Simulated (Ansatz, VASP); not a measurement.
## Pb in VASP and in Ansatz

```
Pb
1.0
     0.00000    3.50645    3.50645
     3.50645    0.00000    3.50645
     3.50645    3.50645    0.00000
Pb
2
Direct
  0.00000 0.00000 0.00000
  0.25000 0.25000 0.25000
```

Change from the starting cell: volume scaled by 1.06.

Alike in both runs: task single point; functional LDA; k mesh 8 × 8 × 8; occupations fermi-dirac, width 0.05 eV; no spin polarisation.

|  | VASP | Ansatz |
| --- | --- | --- |
| version | VASP 6.6.1 | Ansatz 0.2.0 |
| potentials or method | VASP PAW LDA potentials, release 64 (Pb_d), cutoff 520 eV | all-electron LAPW, scalar-relativistic |

|  | VASP | Ansatz | Ansatz less VASP |
| --- | --- | --- | --- |
| pressure (GPa) | -2.3 | -2.3 | -0.01 |

LDA's correlation is that of Perdew and Zunger in VASP and of Perdew and Wang (1992) in Ansatz. Ansatz ran all-electron here, and VASP with PAW potentials.

Spin-orbit coupling is off throughout.
